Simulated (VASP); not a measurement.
# SiC (P6_3mc) in VASP: notebook

SiC is run at these levels: LDA; tasks: single point.

Everything below comes from runs of VASP 6.6.1. Logs are shortened: lines on timing, memory, paths and dates and some standing lists are left out, and cuts for length are marked.

## Step 1: The cell of the first run

The structure is hexagonal, space group P6_3mc (No. 186). The conventional cell has a = 3.056 Å, b = 3.056 Å, c = 5.016 Å, α = 90.00°, β = 90.00°, γ = 120.00°. Si (site symmetry 3m) has 4 C at 1.87 to 1.89 Å within 2.5 Å. C (site symmetry 3m) has 4 Si at 1.87 to 1.89 Å within 2.5 Å.

## Step 2: Single point, LDA

Input file INCAR:

```
PREC = Accurate ; ENCUT = 520
EDIFF = 1E-7 ; ISMEAR = 0
SIGMA = 0.01 ; LREAL = False
LASPH = True ; NELM = 80
ALGO = Normal ; ISIF = 2
LWAVE = False ; LCHARG = False
NBANDS = 16
```

Input file KPOINTS:

```
regular mesh
0
Gamma
  8 8 4
```

Input file POSCAR:

```
SiC
1.0
    3.0563617626      0.0000000000      0.0000000000
   -1.5281808813      2.6468869296      0.0000000000
    0.0000000000      0.0000000000      5.0159134482
Si C
2 2
Direct
    0.3333333333      0.6666666667      0.0045956371
    0.6666666667      0.3333333333      0.5045956371
    0.3333333333      0.6666666667      0.3804043629
    0.6666666667      0.3333333333      0.8804043629
```

Potentials or basis: VASP PAW LDA potentials, release 64 (Si, C).

Launch:

```sh
$ cat potpaw_LDA.64/Si/POTCAR potpaw_LDA.64/C/POTCAR > POTCAR
$ mpirun -np 1 vasp_std > vasp.out
```

OUTCAR:

```text
PREC = Accurate
   ENCUT = 520
   EDIFF = 1E-7
   ISMEAR = 0
   LREAL = False
   LASPH = True
   NELM = 80
   ISIF = 2

 ion  position               nearest neighbor table
   1  0.333  0.667  0.005-   4 1.87   4 1.87   4 1.87   3 1.89   2 3.07   2 3.07   2 3.07   2 3.07
                             2 3.07   2 3.07
   2  0.667  0.333  0.505-   3 1.87   3 1.87   3 1.87   4 1.89   1 3.07   1 3.07   1 3.07   1 3.07
                             1 3.07   1 3.07
   3  0.333  0.667  0.380-   2 1.87   2 1.87   2 1.87   1 1.89
   4  0.667  0.333  0.880-   1 1.87   1 1.87   1 1.87   2 1.89

  LATTYP: Found a hexagonal cell.
 ALAT       =     3.0563617626
 C/A-ratio  =     1.6411386602

  Lattice vectors:

 A1 = (   3.0563617626,   0.0000000000,   0.0000000000)
 A2 = (  -1.5281808813,   2.6468869296,   0.0000000000)
 A3 = (   0.0000000000,   0.0000000000,   5.0159134482)

Analysis of symmetry for initial positions (statically):
=====================================================================
 Subroutine PRICEL returns:
 Original cell was already a primitive cell.

 Routine SETGRP: Setting up the symmetry group for a
 hexagonal supercell.

 Subroutine GETGRP returns: Found 12 space group operations
 (whereof  6 operations were pure point group operations)
 out of a pool of 24 trial point group operations.

The static configuration has the point symmetry C_3v.
 The point group associated with its full space group is C_6v.

Analysis of symmetry for dynamics (positions and initial velocities):
=====================================================================
 Subroutine PRICEL returns:
 Original cell was already a primitive cell.

 Routine SETGRP: Setting up the symmetry group for a
 hexagonal supercell.

 Subroutine GETGRP returns: Found 12 space group operations
 (whereof  6 operations were pure point group operations)
 out of a pool of 24 trial point group operations.

The dynamic configuration has the point symmetry C_3v.
 The point group associated with its full space group is C_6v.

 Subroutine INISYM returns: Found 12 space group operations
 (whereof  6 operations are pure point group operations),
 and found     1 'primitive' translations

----------------------------------------------------------------------------------------

                                     Primitive cell

  volume of cell :      40.5780

  direct lattice vectors                    reciprocal lattice vectors
     3.056361763  0.000000000  0.000000000     0.327186399  0.188901156  0.000000000
    -1.528180881  2.646886930  0.000000000     0.000000000  0.377802311  0.000000000
     0.000000000  0.000000000  5.015913448     0.000000000  0.000000000  0.199365482

  length of vectors
     3.056361763  3.056361763  5.015913448     0.377802311  0.377802311  0.199365482

  position of ions in fractional coordinates (direct lattice)
     0.333333333  0.666666667  0.004595637
     0.666666667  0.333333333  0.504595637
     0.333333333  0.666666667  0.380404363
     0.666666667  0.333333333  0.880404363

  ion indices of the primitive-cell ions
   primitive index   ion index
                 1           1
                 2           2
                 3           3
                 4           4

----------------------------------------------------------------------------------------

 KPOINTS: regular mesh

Automatic generation of k-mesh.
 Grid dimensions read from file:
 generate k-points for:    8    8    4

 Generating k-lattice:

  Cartesian coordinates                     Fractional coordinates (reciprocal lattice)
     0.040898300  0.023612644  0.000000000     0.125000000  0.000000000  0.000000000
     0.000000000  0.047225289  0.000000000     0.000000000  0.125000000  0.000000000
     0.000000000  0.000000000  0.049841370     0.000000000  0.000000000  0.250000000

  Length of vectors
     0.047225289  0.047225289  0.049841370

  Shift w.r.t. Gamma in fractional coordinates (k-lattice)
     0.000000000  0.000000000  0.000000000

 Subroutine IBZKPT returns following result:
 ===========================================

 Found     30 irreducible k-points:

 Following reciprocal coordinates:
            Coordinates               Weight
  0.000000  0.000000  0.000000      1.000000
  0.125000  0.000000  0.000000      6.000000
  0.250000  0.000000  0.000000      6.000000
  0.375000  0.000000  0.000000      6.000000
  0.500000  0.000000  0.000000      3.000000
  0.125000  0.125000  0.000000      6.000000
[... 16 lines left out ...]
  0.250000  0.000000  0.500000      6.000000
  0.375000  0.000000  0.500000      6.000000
 [... further k-points ...]
   k-points           NKPTS =     30   k-points in BZ     NKDIM =     30   number of bands    NBANDS=     16
   number of dos      NEDOS =    301   number of ions     NIONS =      4
   total plane-waves  NPLWV =  23040
   dimension x,y,z NGX =    24 NGY =   24 NGZ =   40
   dimension x,y,z NGXF=    48 NGYF=   48 NGZF=   80
   ions per type =               2   2
   NGX,Y,Z   is equivalent  to a cutoff of  13.05, 13.05, 13.26 a.u.
   NGXF,Y,Z  is equivalent  to a cutoff of  26.11, 26.11, 26.51 a.u.
 SYSTEM =  unknown system
   PREC   = accura    normal or accurate (medium, high low for compatibility)
   ISTART =      0    job   : 0-new  1-cont  2-samecut
   ICHARG =      2    charge: 1-file 2-atom 10-const
   ISPIN  =      1    spin polarized calculation?
   LNONCOLLINEAR =      F non collinear calculations
   LSORBIT =      F    spin-orbit coupling
   LASPH  =      T    aspherical Exc in radial PAW
   ENCUT  =  520.0 eV  38.22 Ry    6.18 a.u.   5.68  5.68  9.33*2*pi/ulx,y,z
   NELM   =     80;   NELMIN=  2; NELMDL= -5     # of ELM steps
   EDIFF  = 0.1E-06   stopping-criterion for ELM
   LREAL  =      F    real-space projection
   EDIFFG = 0.1E-05   stopping-criterion for IOM
   NSW    =      0    number of steps for IOM
   IBRION =     -1    ionic relax: 0-MD 1-quasi-New 2-CG
   NFREE  =      0    steps in history (QN), initial steepest desc. (CG)
   ISIF   =      2    stress and relaxation
   ISYM   =      2    0-nonsym 1-usesym 2-fastsym
   POTIM  = 0.5000    time-step for ionic-motion
   TEBEG  =    0.0;   TEEND  =   0.0 temperature during run
   PSTRESS=    0.0 pullay stress
   NELECT =      16.0000    total number of electrons
   NUPDOWN=      -1.0000    fix difference up-down
   EMIN   =  10.00;   EMAX   =-10.00  energy-range for DOS
   EFERMI =   0.00;   METHOD = LEGACY
   ISMEAR =     0;   SIGMA  =   0.01  broadening in eV -4-tet -1-fermi 0-gaus
   EFERMI_NEDOS =   21; number of points for ismear=-14 and -15
   IALGO  =     38    algorithm
   IMIX   =      4    mixing-type and parameters
     AMIX     =   0.40;   BMIX     =  1.00
     AMIX_MAG =   1.60;   BMIX_MAG =  1.00
  volume/ion in A,a.u.               =      10.14        68.46
  Fermi-wavevector in a.u.,A,eV,Ry     =   1.200470  2.268560 19.607751  1.441129
  Thomas-Fermi vector in A             =   2.336305
   LORBIT       =      0    0 simple, 1 ext, 2 COOP (PROOUT), +10 PAW based schemes
   GGA     = CA    functional components
   LHFCALC =     F    Hartree Fock is set to
   AEXX    =    0.0000 exact exchange contribution
   IVDW    =     0    specifies the selected vdW correction
   LEPSILON=     F    determine dielectric tensor
   LRPA    =     F    only Hartree local field effects (RPA)
 non-spin polarized calculation
 Gauss-broadening in eV      SIGMA  =   0.01
  energy-cutoff  :      520.00
  volume of cell :       40.58
 maximum number of plane-waves:      1105
 NGX is ok and might be reduce to    24
   NGX = 11   NGY = 11   NGZ = 19

 number of electron      15.9999998 magnetization

 Free energy of the ion-electron system (eV)
  ---------------------------------------------------
  ext. energy  EPLUGINS =         0.00000000
  ---------------------------------------------------
  free energy    TOTEN  =       -33.27524357 eV

  energy without entropy =      -33.27524357  energy(sigma->0) =      -33.27524357

 E-fermi :   8.5286     XC(G=0): -11.6327

 val. band max:        8.4347725421   @ k =   0.0000   0.0000   0.0000
 cond. band min:      10.8125109899   @ k =   0.3750   0.2500   0.0000
 fundamental gap:      2.3777384477
 Fermi energy:         8.5285694066

 k-point     1 :       0.0000    0.0000    0.0000
  band No.  band energies     occupation
      1      -7.1984      2.00000
      2      -3.5086      2.00000
      3      -0.3933      2.00000
      4       7.1096      2.00000
      5       7.1096      2.00000
      6       8.3199      2.00000
[... 8 lines left out ...]
     15      17.4154      0.00000
     16      19.7525      0.00000

 k-point     2 :       0.1250    0.0000    0.0000
  band No.  band energies     occupation
      1      -6.9228      2.00000
      2      -3.2732      2.00000
      3      -0.1387      2.00000
      4       5.7212      2.00000
      5       6.6670      2.00000
      6       7.4901      2.00000
[... 8 lines left out ...]
     15      18.0269      0.00000
     16      18.2855      0.00000

 k-point     3 :       0.2500    0.0000    0.0000
  band No.  band energies     occupation
      1      -6.1128      2.00000
      2      -2.6204      2.00000
      3       0.5649      2.00000
      4       3.2590      2.00000
      5       5.5013      2.00000
      6       5.8799      2.00000
[... 8 lines left out ...]
     15      18.5313      0.00000
     16      19.2452      0.00000

 k-point     4 :       0.3750    0.0000    0.0000
  band No.  band energies     occupation
      1      -4.8507      2.00000
      2      -1.9387      2.00000
      3       0.7459      2.00000
      4       2.1432      2.00000
      5       3.4187      2.00000
      6       5.2839      2.00000
[... 8 lines left out ...]
     15      19.6959      0.00000
     16      20.5461      0.00000

 k-point     5 :       0.5000    0.0000    0.0000
  band No.  band energies     occupation
      1      -3.7718      2.00000
      2      -2.2947      2.00000
      3       0.6450      2.00000
      4       2.1150      2.00000
      5       2.9222      2.00000
      6       5.0640      2.00000
[... 8 lines left out ...]
     15      18.8008      0.00000
     16      20.9296      0.00000

 k-point     6 :       0.1250    0.1250    0.0000
  band No.  band energies     occupation
      1      -6.3795      2.00000
      2      -2.8262      2.00000
      3       0.3468      2.00000
      4       4.1989      2.00000
      5       5.3426      2.00000
      6       6.5678      2.00000
[... 8 lines left out ...]
     15      18.2958      0.00000
     16      18.7185      0.00000
[... 267 lines left out ...]
 k-point    21 :       0.0000    0.0000    0.5000
  band No.  band energies     occupation
      1      -5.9796      2.00000
      2      -5.9796      2.00000
      3       3.9791      2.00000
      4       3.9791      2.00000
      5       7.7188      2.00000
      6       7.7188      2.00000
[... 8 lines left out ...]
     15      17.6139      0.00000
     16      17.6139      0.00000

 k-point    22 :       0.1250    0.0000    0.5000
  band No.  band energies     occupation
      1      -5.7116      2.00000
      2      -5.7116      2.00000
      3       4.0570      2.00000
      4       4.0570      2.00000
      5       6.6259      2.00000
      6       6.6259      2.00000
[... 8 lines left out ...]
     15      18.0650      0.00000
     16      18.0650      0.00000

 k-point    23 :       0.2500    0.0000    0.5000
  band No.  band energies     occupation
      1      -4.9293      2.00000
      2      -4.9293      2.00000
      3       3.3945      2.00000
      4       3.3945      2.00000
      5       5.4345      2.00000
      6       5.4345      2.00000
[... 8 lines left out ...]
     15      18.8442      0.00000
     16      18.8442      0.00000

 k-point    24 :       0.3750    0.0000    0.5000
  band No.  band energies     occupation
      1      -3.7464      2.00000
      2      -3.7464      2.00000
      3       1.3273      2.00000
      4       1.3273      2.00000
      5       5.7939      2.00000
      6       5.7939      2.00000
[... 8 lines left out ...]
     15      20.0469      0.00000
     16      20.0469      0.00000

 [... further k-points ...]
[... 5 lines left out ...]
  --------------------------------------------------------------------------------------
  -------------------------------------------------------------------------------------
  Total        0.1059853      0.1059853      0.1031200      0.0000000      0.0000000      0.0000000
  in kB        4.1847159      4.1847159      4.0715817      0.0000000      0.0000000      0.0000000
  external PRESSURE =       4.1470045 kB  Pullay stress =       0.0000000 kB

 VOLUME and BASIS-vectors are now :
 -----------------------------------------------------------------------------
  energy-cutoff  :      520.00
  volume of cell :       40.58
      direct lattice vectors                 reciprocal lattice vectors
     3.056361763  0.000000000  0.000000000     0.327186399  0.188901156  0.000000000
    -1.528180881  2.646886930  0.000000000     0.000000000  0.377802311  0.000000000
     0.000000000  0.000000000  5.015913448     0.000000000  0.000000000  0.199365482

 POSITION                                       TOTAL-FORCE (eV/Angst)
 -----------------------------------------------------------------------------------
     -0.00000      1.76459      0.02305         0.000000     -0.000000     -0.001794
      1.52818      0.88230      2.53101        -0.000000      0.000000     -0.001794
     -0.00000      1.76459      1.90808        -0.000000      0.000000      0.001794
      1.52818      0.88230      4.41603         0.000000     -0.000000      0.001794
 -----------------------------------------------------------------------------------
    total drift:                               -0.000000      0.000000     -0.000126

  FREE ENERGIE OF THE ION-ELECTRON SYSTEM (eV)
  ---------------------------------------------------
  free  energy   TOTEN  =       -33.2752435697 eV

  energy  without entropy=      -33.2752435697  energy(sigma->0) =      -33.27524357
```

It took 7.4 s on 1 thread of AMD EPYC 9R45 (Zen 5), shared host; peak memory 0.11 GiB.

Results:

```yaml
Free_energy: -33.2752 eV
Pressure: 0.4 GPa
Band_gap_on_the_k_mesh: 2.38 eV, indirect (least direct gap 3.91 eV)
```

Levels at points of the mesh, in eV from the valence-band top:
```csv
k point,band 5,band 6,band 7,band 8,band 9,band 10,band 11,band 12
"(0.00, 0.00, 0.00)",-1.33,-0.11,0.00,0.00,4.92,6.42,6.67,6.67
"(0.50, 0.00, 0.00)",-5.51,-3.37,-3.36,-1.20,2.71,4.16,6.95,7.11
"(0.00, 0.00, 0.50)",-0.72,-0.72,-0.72,-0.72,6.00,6.00,7.35,7.35
"(0.50, 0.00, 0.50)",-2.48,-2.48,-2.35,-2.35,3.25,3.25,5.23,5.23
```

A k mesh can miss the band edges. Expect the measured gap to be larger: semilocal functionals such as LDA lack the derivative discontinuity.

## Step 3: Single point, LDA

This run uses another cell than the first one, of 9.99 Å³/atom, 0.985 times its volume.

Input file INCAR:

```
SYSTEM = SiC
  PREC = Accurate
  ENCUT = 520
  EDIFF = 1E-6
  ISMEAR = 0
  SIGMA = 0.01
  LREAL = .False.
  LASPH = .True.
  NELM = 100
  ALGO = Normal
  ISIF = 2
  LWAVE = .False.
  LCHARG = .False.
  GGA = CA
  NBANDS = 16
```

Input file KPOINTS:

```
Automatic mesh
0
Gamma
  8 8 4
  0 0 0
```

Input file POSCAR:

```
SiC
1.0
    3.0410799538      0.0000000000      0.0000000000
   -1.5205399769      2.6336524949      0.0000000000
    0.0000000000      0.0000000000      4.9908338809
Si C
2 2
Direct
    0.3333333333      0.6666666667      0.0045956371
    0.6666666667      0.3333333333      0.5045956371
    0.3333333333      0.6666666667      0.3804043629
    0.6666666667      0.3333333333      0.8804043629
```

Potentials or basis: VASP PAW LDA potentials, release 64 (Si, C).

Launch:

```sh
$ cat potpaw_LDA.64/Si/POTCAR potpaw_LDA.64/C/POTCAR > POTCAR
$ mpirun -np 1 vasp_std > vasp.out
```

It took 6.6 s on 1 thread of AMD EPYC 9R45 (Zen 5), shared host; peak memory 0.11 GiB.

It converged, with:

| Item | Value |
| --- | --- |
| Free energy | -33.2667 eV |
| Pressure | 4.0 GPa |
| Band gap on the k mesh | 2.35 eV, indirect (least direct gap 3.94 eV) |

Stress tensor (GPa, compression positive):
```
4.01 0.00 0.00
0.00 4.01 0.00
0.00 0.00 3.91
```

Levels at points of the mesh, in eV from the valence-band top:
| k point | band 6 | band 7 | band 8 | band 9 | band 10 | band 11 |
| --- | --- | --- | --- | --- | --- | --- |
| (0.00, 0.00, 0.00) | -0.12 | 0.00 | 0.00 | 5.05 | 6.58 | 6.76 |
| (0.50, 0.00, 0.00) | -3.41 | -3.40 | -1.21 | 2.73 | 4.17 | 7.07 |
| (0.00, 0.00, 0.50) | -0.72 | -0.72 | -0.72 | 6.13 | 6.13 | 7.43 |
| (0.50, 0.00, 0.50) | -2.50 | -2.36 | -2.36 | 3.28 | 3.28 | 5.30 |

A k mesh can miss the band edges. A hybrid or GW would open this gap; LDA tends to underestimate it.
